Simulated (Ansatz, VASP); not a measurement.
BeZn2Se3: VASP beside Ansatz

File INCAR:

```
PREC = Accurate
ENCUT = 600
EDIFF = 1E-6
ISMEAR = 0
SIGMA = 0.1
LREAL = F
LASPH = T
NELM = 60
ALGO = Normal
ISIF = 3
LWAVE = F
LCHARG = F
GGA = PE
IBRION = 2
NSW = 100
EDIFFG = -0.01
```

Contents of KPOINTS:

```
regular mesh
0
Gamma
  6 6 10
```

The input POSCAR:

```
BeZn2Se3
1.0
    6.4646528973      0.0000000000      0.0000000000
   -3.2323264487      5.5985536357      0.0000000000
    0.0000000000      0.0000000000      3.7578585113
Be Zn Se
1 2 3
Direct
    0.0000000000      0.0000000000      0.0000000000
    0.3333333333      0.6666666667      0.0000000000
    0.6666666667      0.3333333333      0.0000000000
    0.5000000000      0.0000000000      0.5000000000
    0.5000000000      0.5000000000      0.5000000000
    0.0000000000      0.5000000000      0.5000000000
```

Input for Ansatz:

```yaml
crystal:
  lattice:
    - [6.4646528973, 0.0, 0.0]
    - [-3.2323264487, 5.5985536357, 0.0]
    - [0.0, 0.0, 3.7578585113]
  atoms:
    - { symbol: Be, position: [0.0, 0.0, 0.0] }
    - { symbol: Zn, position: [0.3333333333, 0.6666666667, 0.0] }
    - { symbol: Zn, position: [0.6666666667, 0.3333333333, 0.0] }
    - { symbol: Se, position: [0.5, 0.0, 0.5] }
    - { symbol: Se, position: [0.5, 0.5, 0.5] }
    - { symbol: Se, position: [0.0, 0.5, 0.5] }
basis:
  ecutwfc: 420
kpoints:
  mp_grid: { grid: [6, 6, 10] }
hamiltonian:
  xc: pbe
scf:
  occupations: { method: gaussian, width: 0.1 }
output:
  forces: true
  stress: true
  eigenvalues: true
  write_density: true
  write_potential: true
  elf: true
  volumetric_format: npy
relax:
  adjacent_minimum: "off"
  f_tol: 0.01
  max_steps: 80
  cell: { stress_tol: 0.05 }
```

Change from the starting cell: species swapped into the GdCo3B2 type (P6/mmm, No. 191).

Alike in both runs: task relaxation of cell and atoms; functional PBE; k mesh 6 × 6 × 10; occupations gaussian, width 0.1 eV; no spin polarisation.

```csv
,VASP,Ansatz
version,VASP 6.6.1,Ansatz 0.2.0
potentials or method,"VASP PAW PBE potentials, release 64 (Be, Zn, Se), cutoff 600 eV","scalar-relativistic, plane waves, PAW"
valence electrons in the cell,44,74
```

VASP gave:

| Item | Value |
| --- | --- |
| gap on the k mesh at the Fermi level, each at its own relaxed structure (eV) | none |
| relaxed volume (Å³/atom) | 24.73 |
| relaxed cell length with the largest relative difference (Å) | 2.899 |

Q: What did Ansatz give for the same quantities?

A: gap on the k mesh at the Fermi level, each at its own relaxed structure (eV): none; relaxed volume (Å³/atom): 24.70; relaxed cell length with the largest relative difference (Å): 2.897.

A gap of «none» marks a metal or a gap that the smearing closes. VASP's potentials hold 44 valence electrons a cell and Ansatz's 74, so a difference there can come from the potentials and not from the codes.
